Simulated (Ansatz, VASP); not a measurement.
Two plane-wave programs on CsPbCl3

```
Cs Pb Cl
1.0
     5.68228    0.00000    0.00000
     0.00000    5.68228    0.00000
     0.00000    0.00000    5.68228
Cs Pb Cl
1 1 3
Direct
  0.00000 0.00000 0.00000
  0.50000 0.50000 0.50000
  0.50000 0.50000 0.00000
  0.00000 0.50000 0.50000
  0.50000 0.00000 0.50000
```

Alike in both runs: task single point; functional PBE; k mesh 4 × 4 × 4; no spin polarisation.

|  | VASP | Ansatz |
| --- | --- | --- |
| version | VASP 6.6.1 | Ansatz 0.2.0 |
| potentials or method | VASP PAW PBE potentials, release 64 (Cs_sv, Pb_d, Cl) | plane waves, PAW |
| plane-wave cutoff (eV) | 520 | 420 |
| occupations | gaussian, width 0.01 eV | fixed |
| valence electrons in the cell | 44 | 44 |

```tsv
	VASP	Ansatz	Ansatz less VASP
gap on the k mesh at the Fermi level (eV)	2.11	2.10	-0.009
pressure (GPa)	0.7	0.7	+0.05
```

Neither program's run includes spin-orbit coupling.
